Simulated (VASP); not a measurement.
# SnSe2 (P-3m1) in VASP: further runs

The runs below take SnSe2 through single point, relaxation of cell and atoms, with LDA, PBE+D4, PBEsol, RPBE.

Program: VASP 6.6.1. These are calculated values, not measurements. Logs are shortened: lines on timing, memory, paths and dates and some standing lists are left out, and cuts for length are marked.

## (1) The cell of the first run

It takes space group P-3m1 (No. 164, trigonal). Conventional cell: a = 3.800 Å, b = 3.800 Å, c = 5.881 Å, α = 90.00°, β = 90.00°, γ = 120.00°. Within 3.6 Å of Sn (site symmetry -3m) lie 6 Se at 2.70 Å. Within 3.6 Å of Se (site symmetry 3m) lie 3 Sn at 2.70 Å and 3 Se at 3.50 Å.

## (2) Single point, LDA

INCAR

```
SYSTEM = SnSe2
PREC = Accurate
ENCUT = 520
EDIFF = 1E-6
ISMEAR = 0
SIGMA = 0.01
LREAL = .FALSE.
LASPH = .TRUE.
NELM = 100
ALGO = Normal
ISIF = 2
LWAVE = .FALSE.
LCHARG = .TRUE.
LELF = .TRUE.
LVHAR = .TRUE.
NBANDS = 20
```

KPOINTS

```
Automatic mesh
0
G
  12 12 4
  0 0 0
```

POSCAR

```
SnSe2
1.0
    3.7998511077      0.0000000000      0.0000000000
   -1.8999255538      3.2907675898      0.0000000000
    0.0000000000      0.0000000000      5.8814649569
Sn Se
1 2
Direct
    0.0000000000      0.0000000000      0.0000000000
    0.3333333333      0.6666666667      0.2682209434
    0.6666666667      0.3333333333      0.7317790566
```

Potentials or basis: VASP PAW LDA potentials, release 64 (Sn_d, Se).

Command:

```
$ cat potpaw_LDA.64/Sn_d/POTCAR potpaw_LDA.64/Se/POTCAR > POTCAR
$ mpirun -np 1 vasp_std > vasp.out
```

OUTCAR:

```text
SYSTEM = SnSe2
   PREC = Accurate
   ENCUT = 520
   EDIFF = 1E-6
   ISMEAR = 0
   LREAL = .FALSE.
   LASPH = .TRUE.
   NELM = 100
   ISIF = 2

 ion  position               nearest neighbor table
   1  0.000  0.000  0.000-   2 2.70   3 2.70   2 2.70   3 2.70   3 2.70   2 2.70
   2  0.333  0.667  0.268-   1 2.70   1 2.70   1 2.70
   3  0.667  0.333  0.732-   1 2.70   1 2.70   1 2.70

  LATTYP: Found a hexagonal cell.
 ALAT       =     3.7998511077
 C/A-ratio  =     1.5478145828

  Lattice vectors:

 A1 = (   3.7998511077,   0.0000000000,   0.0000000000)
 A2 = (  -1.8999255538,   3.2907675898,   0.0000000000)
 A3 = (   0.0000000000,   0.0000000000,   5.8814649569)

Analysis of symmetry for initial positions (statically):
=====================================================================
 Subroutine PRICEL returns:
 Original cell was already a primitive cell.

 Routine SETGRP: Setting up the symmetry group for a
 hexagonal supercell.

 Subroutine GETGRP returns: Found 12 space group operations
 (whereof 12 operations were pure point group operations)
 out of a pool of 24 trial point group operations.

The static configuration has the point symmetry D_3d.

Analysis of symmetry for dynamics (positions and initial velocities):
=====================================================================
 Subroutine PRICEL returns:
 Original cell was already a primitive cell.

 Routine SETGRP: Setting up the symmetry group for a
 hexagonal supercell.

 Subroutine GETGRP returns: Found 12 space group operations
 (whereof 12 operations were pure point group operations)
 out of a pool of 24 trial point group operations.

The dynamic configuration has the point symmetry D_3d.

 Subroutine INISYM returns: Found 12 space group operations
 (whereof 12 operations are pure point group operations),
 and found     1 'primitive' translations

----------------------------------------------------------------------------------------

                                     Primitive cell

  volume of cell :      73.5443

  direct lattice vectors                    reciprocal lattice vectors
     3.799851108  0.000000000  0.000000000     0.263168206  0.151940235  0.000000000
    -1.899925554  3.290767590  0.000000000     0.000000000  0.303880469  0.000000000
     0.000000000  0.000000000  5.881464957     0.000000000  0.000000000  0.170025667

  length of vectors
     3.799851108  3.799851108  5.881464957     0.303880469  0.303880469  0.170025667

  position of ions in fractional coordinates (direct lattice)
     0.000000000  0.000000000  0.000000000
     0.333333333  0.666666667  0.268220943
     0.666666667  0.333333333  0.731779057

  ion indices of the primitive-cell ions
   primitive index   ion index
                 1           1
                 2           2
                 3           3

----------------------------------------------------------------------------------------

 KPOINTS: Automatic mesh

Automatic generation of k-mesh.
 Grid dimensions read from file:
 generate k-points for:   12   12    4

 Generating k-lattice:

  Cartesian coordinates                     Fractional coordinates (reciprocal lattice)
     0.021930684  0.012661686  0.000000000     0.083333333  0.000000000  0.000000000
     0.000000000  0.025323372  0.000000000     0.000000000  0.083333333  0.000000000
     0.000000000  0.000000000  0.042506417     0.000000000  0.000000000  0.250000000

  Length of vectors
     0.025323372  0.025323372  0.042506417

  Shift w.r.t. Gamma in fractional coordinates (k-lattice)
     0.000000000  0.000000000  0.000000000

 Subroutine IBZKPT returns following result:
 ===========================================

 Found     69 irreducible k-points:

 Following reciprocal coordinates:
            Coordinates               Weight
  0.000000  0.000000  0.000000      1.000000
  0.083333  0.000000  0.000000      6.000000
  0.166667  0.000000  0.000000      6.000000
  0.250000  0.000000  0.000000      6.000000
  0.333333  0.000000  0.000000      6.000000
  0.416667  0.000000  0.000000      6.000000
[... 16 lines left out ...]
  0.166667  0.000000  0.250000      6.000000
  0.000000  0.166667  0.250000      6.000000
 [... further k-points ...]
   k-points           NKPTS =     69   k-points in BZ     NKDIM =     69   number of bands    NBANDS=     20
   number of dos      NEDOS =    301   number of ions     NIONS =      3
   total plane-waves  NPLWV =  37632
   dimension x,y,z NGX =    28 NGY =   28 NGZ =   48
   dimension x,y,z NGXF=    56 NGYF=   56 NGZF=   96
   ions per type =               1   2
   NGX,Y,Z   is equivalent  to a cutoff of  12.25, 12.25, 13.57 a.u.
   NGXF,Y,Z  is equivalent  to a cutoff of  24.50, 24.50, 27.14 a.u.
 SYSTEM =  SnSe2
   PREC   = accura    normal or accurate (medium, high low for compatibility)
   ISTART =      0    job   : 0-new  1-cont  2-samecut
   ICHARG =      2    charge: 1-file 2-atom 10-const
   ISPIN  =      1    spin polarized calculation?
   LNONCOLLINEAR =      F non collinear calculations
   LSORBIT =      F    spin-orbit coupling
   LASPH  =      T    aspherical Exc in radial PAW
   ENCUT  =  520.0 eV  38.22 Ry    6.18 a.u.   7.07  7.07 10.94*2*pi/ulx,y,z
   NELM   =    100;   NELMIN=  2; NELMDL= -5     # of ELM steps
   EDIFF  = 0.1E-05   stopping-criterion for ELM
   LREAL  =      F    real-space projection
   EDIFFG = 0.1E-04   stopping-criterion for IOM
   NSW    =      0    number of steps for IOM
   IBRION =     -1    ionic relax: 0-MD 1-quasi-New 2-CG
   NFREE  =      0    steps in history (QN), initial steepest desc. (CG)
   ISIF   =      2    stress and relaxation
   ISYM   =      2    0-nonsym 1-usesym 2-fastsym
   POTIM  = 0.5000    time-step for ionic-motion
   TEBEG  =    0.0;   TEEND  =   0.0 temperature during run
   PSTRESS=    0.0 pullay stress
   NELECT =      26.0000    total number of electrons
   NUPDOWN=      -1.0000    fix difference up-down
   EMIN   =  10.00;   EMAX   =-10.00  energy-range for DOS
   EFERMI =   0.00;   METHOD = LEGACY
   ISMEAR =     0;   SIGMA  =   0.01  broadening in eV -4-tet -1-fermi 0-gaus
   EFERMI_NEDOS =   21; number of points for ismear=-14 and -15
   IALGO  =     38    algorithm
   IMIX   =      4    mixing-type and parameters
     AMIX     =   0.40;   BMIX     =  1.00
     AMIX_MAG =   1.60;   BMIX_MAG =  1.00
  volume/ion in A,a.u.               =      24.51       165.43
  Fermi-wavevector in a.u.,A,eV,Ry     =   1.157576  2.187501 18.231564  1.339982
  Thomas-Fermi vector in A             =   2.294186
   LORBIT       =      0    0 simple, 1 ext, 2 COOP (PROOUT), +10 PAW based schemes
   GGA     = CA    functional components
   LHFCALC =     F    Hartree Fock is set to
   AEXX    =    0.0000 exact exchange contribution
   IVDW    =     0    specifies the selected vdW correction
   LEPSILON=     F    determine dielectric tensor
   LRPA    =     F    only Hartree local field effects (RPA)
 non-spin polarized calculation
 Gauss-broadening in eV      SIGMA  =   0.01
  energy-cutoff  :      520.00
  volume of cell :       73.54
 maximum number of plane-waves:      1996
   NGX = 15   NGY = 15   NGZ = 21

 number of electron      25.9999994 magnetization

 Free energy of the ion-electron system (eV)
  ---------------------------------------------------
  ext. energy  EPLUGINS =         0.00000000
  ---------------------------------------------------
  free energy    TOTEN  =       -13.79566443 eV

  energy without entropy =      -13.79566443  energy(sigma->0) =      -13.79566443

 E-fermi :   5.0224     XC(G=0): -10.0750

 val. band max:        4.9308013154   @ k =   0.0833   0.0833   0.0000
 cond. band min:       5.2532795864   @ k =   0.0000   0.4167   0.2500
 fundamental gap:      0.3224782709
 Fermi energy:         5.0224302756

 k-point     1 :       0.0000    0.0000    0.0000
  band No.  band energies     occupation
      1     -16.5216      2.00000
      2     -16.5216      2.00000
      3     -16.4794      2.00000
      4     -16.4662      2.00000
      5     -16.4662      2.00000
      6      -9.4109      2.00000
[... 12 lines left out ...]
     19      13.7609      0.00000
     20      13.7609      0.00000

 k-point     2 :       0.0833    0.0000    0.0000
  band No.  band energies     occupation
      1     -16.5248      2.00000
      2     -16.5188      2.00000
      3     -16.4773      2.00000
      4     -16.4681      2.00000
      5     -16.4659      2.00000
      6      -9.3409      2.00000
[... 12 lines left out ...]
     19      13.0180      0.00000
     20      13.7896      0.00000

 k-point     3 :       0.1667    0.0000    0.0000
  band No.  band energies     occupation
      1     -16.5343      2.00000
      2     -16.5121      2.00000
      3     -16.4750      2.00000
      4     -16.4691      2.00000
      5     -16.4643      2.00000
      6      -9.1350      2.00000
[... 12 lines left out ...]
     19      12.6151      0.00000
     20      13.8348      0.00000

 k-point     4 :       0.2500    0.0000    0.0000
  band No.  band energies     occupation
      1     -16.5486      2.00000
      2     -16.5050      2.00000
      3     -16.4804      2.00000
      4     -16.4606      2.00000
      5     -16.4599      2.00000
      6      -8.8083      2.00000
[... 12 lines left out ...]
     19      12.7172      0.00000
     20      14.2657      0.00000

 k-point     5 :       0.3333    0.0000    0.0000
  band No.  band energies     occupation
      1     -16.5636      2.00000
      2     -16.5007      2.00000
      3     -16.4859      2.00000
      4     -16.4527      2.00000
      5     -16.4513      2.00000
      6      -8.3952      2.00000
[... 12 lines left out ...]
     19      13.5792      0.00000
     20      14.9713      0.00000

 k-point     6 :       0.4167    0.0000    0.0000
  band No.  band energies     occupation
      1     -16.5749      2.00000
      2     -16.4991      2.00000
      3     -16.4897      2.00000
      4     -16.4458      2.00000
      5     -16.4444      2.00000
      6      -7.9725      2.00000
[... 12 lines left out ...]
     19      14.5313      0.00000
     20      15.5927      0.00000

 k-point     7 :       0.5000    0.0000    0.0000
  band No.  band energies     occupation
      1     -16.5790      2.00000
      2     -16.4988      2.00000
      3     -16.4911      2.00000
      4     -16.4430      2.00000
      5     -16.4419      2.00000
      6      -7.7446      2.00000
[... 12 lines left out ...]
     19      14.9370      0.00000
     20      16.0118      0.00000
[... 277 lines left out ...]
 k-point    20 :       0.0000    0.0000    0.2500
  band No.  band energies     occupation
      1     -16.5215      2.00000
      2     -16.5215      2.00000
      3     -16.4792      2.00000
      4     -16.4663      2.00000
      5     -16.4663      2.00000
      6      -9.2702      2.00000
[... 12 lines left out ...]
     19      13.1992      0.00000
     20      13.1992      0.00000

 k-point    21 :       0.0833    0.0000    0.2500
  band No.  band energies     occupation
      1     -16.5248      2.00000
      2     -16.5188      2.00000
      3     -16.4772      2.00000
      4     -16.4681      2.00000
      5     -16.4659      2.00000
      6      -9.2010      2.00000
[... 12 lines left out ...]
     19      12.8075      0.00000
     20      13.5611      0.00000

 k-point    22 :       0.0000    0.0833    0.2500
  band No.  band energies     occupation
      1     -16.5248      2.00000
      2     -16.5188      2.00000
      3     -16.4772      2.00000
      4     -16.4681      2.00000
      5     -16.4659      2.00000
      6      -9.2009      2.00000
[... 12 lines left out ...]
     19      12.8169      0.00000
     20      13.1542      0.00000

 k-point    23 :       0.1667    0.0000    0.2500
  band No.  band energies     occupation
      1     -16.5344      2.00000
      2     -16.5121      2.00000
      3     -16.4749      2.00000
      4     -16.4690      2.00000
      5     -16.4643      2.00000
      6      -8.9983      2.00000
[... 12 lines left out ...]
     19      12.8240      0.00000
     20      13.8828      0.00000

 k-point    24 :       0.0000    0.1667    0.2500
  band No.  band energies     occupation
      1     -16.5344      2.00000
      2     -16.5121      2.00000
      3     -16.4750      2.00000
      4     -16.4690      2.00000
      5     -16.4643      2.00000
      6      -8.9976      2.00000
[... 12 lines left out ...]
     19      12.4969      0.00000
     20      13.3783      0.00000

 [... further k-points ...]
[... 5 lines left out ...]
  --------------------------------------------------------------------------------------
  -------------------------------------------------------------------------------------
  Total        0.0965761      0.0965761      0.1009653      0.0000000      0.0000000      0.0000000
  in kB        2.1039285      2.1039285      2.1995482      0.0000000      0.0000000      0.0000000
  external PRESSURE =       2.1358017 kB  Pullay stress =       0.0000000 kB

 VOLUME and BASIS-vectors are now :
 -----------------------------------------------------------------------------
  energy-cutoff  :      520.00
  volume of cell :       73.54
      direct lattice vectors                 reciprocal lattice vectors
     3.799851108  0.000000000  0.000000000     0.263168206  0.151940235  0.000000000
    -1.899925554  3.290767590  0.000000000     0.000000000  0.303880469  0.000000000
     0.000000000  0.000000000  5.881464957     0.000000000  0.000000000  0.170025667

 POSITION                                       TOTAL-FORCE (eV/Angst)
 -----------------------------------------------------------------------------------
      0.00000      0.00000      0.00000        -0.000000      0.000000      0.000000
     -0.00000      2.19385      1.57753         0.000000      0.000000      0.026856
      1.89993      1.09692      4.30393        -0.000000     -0.000000     -0.026856
 -----------------------------------------------------------------------------------
    total drift:                                0.000000     -0.000000     -0.000000

  FREE ENERGIE OF THE ION-ELECTRON SYSTEM (eV)
  ---------------------------------------------------
  free  energy   TOTEN  =       -13.7956644302 eV

  energy  without entropy=      -13.7956644302  energy(sigma->0) =      -13.79566443
```

It took 39 s on 1 thread of Intel Xeon Platinum 8559C (Emerald Rapids), shared host; peak memory 0.23 GiB.

What came out:

```
Free energy            : -13.7957 eV
Pressure               : 0.2 GPa
Largest force          : 0.027 eV/Å
Band gap on the k mesh : 0.32 eV (least direct gap 0.69 eV)
```

Forces on the atoms (eV/Å):
```
Sn   0.000  0.000  0.000
Se   0.000  0.000  0.027
Se   0.000  0.000 -0.027
```

Caveat: semilocal functionals underestimate gaps, and a narrow one can read as zero; spin-orbit coupling is left out, which moves the levels of the heavy elements.

## (3) Single point, PBE+D4

This run uses another cell than the first one, of 25.51 Å³/atom.

INCAR

```
PREC = Accurate
ENCUT = 520
EDIFF = 1E-6
ISMEAR = 0
SIGMA = 0.01
LREAL = F
LASPH = T
NELM = 80
ALGO = Normal
ISIF = 2
LWAVE = F
LCHARG = T
GGA = PE
IVDW = 13
LELF = T
LVHAR = T
NBANDS = 20
```

KPOINTS

```
regular mesh
0
Gamma
  12 12 4
```

POSCAR

```
SnSe2
1.0
    3.8360167623      0.0000000000      0.0000000000
   -1.9180083812      3.3220879655      0.0000000000
    0.0000000000      0.0000000000      6.0044582994
Sn Se
1 2
Direct
    0.0000000000      0.0000000000      0.0000000000
    0.3333333333      0.6666666667      0.2655382729
    0.6666666667      0.3333333333      0.7344617271
```

Potentials or basis: VASP PAW PBE potentials, release 64 (Sn_d, Se).

Command:

```
$ cat potpaw_PBE.64/Sn_d/POTCAR potpaw_PBE.64/Se/POTCAR > POTCAR
$ mpirun -np 1 vasp_std > vasp.out
```

OUTCAR:

```text
PREC = Accurate
   ENCUT = 520
   EDIFF = 1E-6
   ISMEAR = 0
   LREAL = F
   LASPH = T
   NELM = 80
   ISIF = 2
   GGA = PE
   IVDW = 13

 ion  position               nearest neighbor table
   1  0.000  0.000  0.000-   2 2.73   3 2.73   3 2.73   2 2.73   3 2.73   2 2.73
   2  0.333  0.667  0.266-   1 2.73   1 2.73   1 2.73
   3  0.667  0.333  0.734-   1 2.73   1 2.73   1 2.73

  LATTYP: Found a hexagonal cell.
 ALAT       =     3.8360167623
 C/A-ratio  =     1.5652846876
[... 746 lines left out ...]

  DFT-D4 for vdW energy calculation

  Edisp (eV):   -1.20109

  FORCE on cell =-STRESS in cart. coord.  units (eV):
  Direction    XX          YY          ZZ          XY          YZ          ZX
  --------------------------------------------------------------------------------------
  -------------------------------------------------------------------------------------
  Total       0.05823     0.05823     0.04717    -0.00000     0.00000     0.00000
  in kB       1.21932     1.21932     0.98765    -0.00000     0.00000     0.00000
  external pressure =        1.14 kB  Pullay stress =        0.00 kB

 VOLUME and BASIS-vectors are now :
 -----------------------------------------------------------------------------
  energy-cutoff  :      520.00
  volume of cell :       76.52
      direct lattice vectors                 reciprocal lattice vectors
     3.836016762  0.000000000  0.000000000     0.260687078  0.150507755  0.000000000
    -1.918008381  3.322087966  0.000000000     0.000000000  0.301015509  0.000000000
     0.000000000  0.000000000  6.004458299     0.000000000  0.000000000  0.166542917

 POSITION                                       TOTAL-FORCE (eV/Angst)
 -----------------------------------------------------------------------------------
      0.00000      0.00000      0.00000         0.000000      0.000000      0.000000
     -0.00000      2.21473      1.59441        -0.000000      0.000000      0.021322
      1.91801      1.10736      4.41004         0.000000     -0.000000     -0.021322
 -----------------------------------------------------------------------------------
    total drift:                                0.000000      0.000000      0.000000

  FREE ENERGIE OF THE ION-ELECTRON SYSTEM (eV)
  ---------------------------------------------------
  free  energy   TOTEN  =       -13.0051028703 eV

  energy  without entropy=      -13.0051028703  energy(sigma->0) =      -13.00510287
```

stdout:

```text
POSCAR found type information on POSCAR SnSe
 POSCAR found :  2 types and       3 ions
 scaLAPACK will be used
 LDA part: xc-table for (Slater+PW92), standard interpolation
 POSCAR, INCAR and KPOINTS ok, starting setup
 FFT: planning ... GRIDC
 FFT: planning ... GRID_SOFT
 FFT: planning ... GRID
 WAVECAR not read
 entering main loop
```

Run time: 55 s. Hardware: 1 thread of Intel Xeon Platinum 8559C (Emerald Rapids), shared host; peak memory 0.26 GiB.

Results:

```
Free energy                : -13.0051 eV
Pressure                   : 0.1 GPa
Largest force              : 0.021 eV/Å
Band gap on the k mesh     : 0.47 eV (least direct gap 0.83 eV)
Dispersion energy per atom : -0.400 eV
```

Forces in eV/Å, atoms in the order of the input:
```
Sn   0.000  0.000  0.000
Se   0.000  0.000  0.021
Se   0.000  0.000 -0.021
```

Caveat: semilocal functionals underestimate gaps, and a narrow one can read as zero; spin-orbit coupling is left out, which moves the levels of the heavy elements.

(Continued in part 2 of 2.)
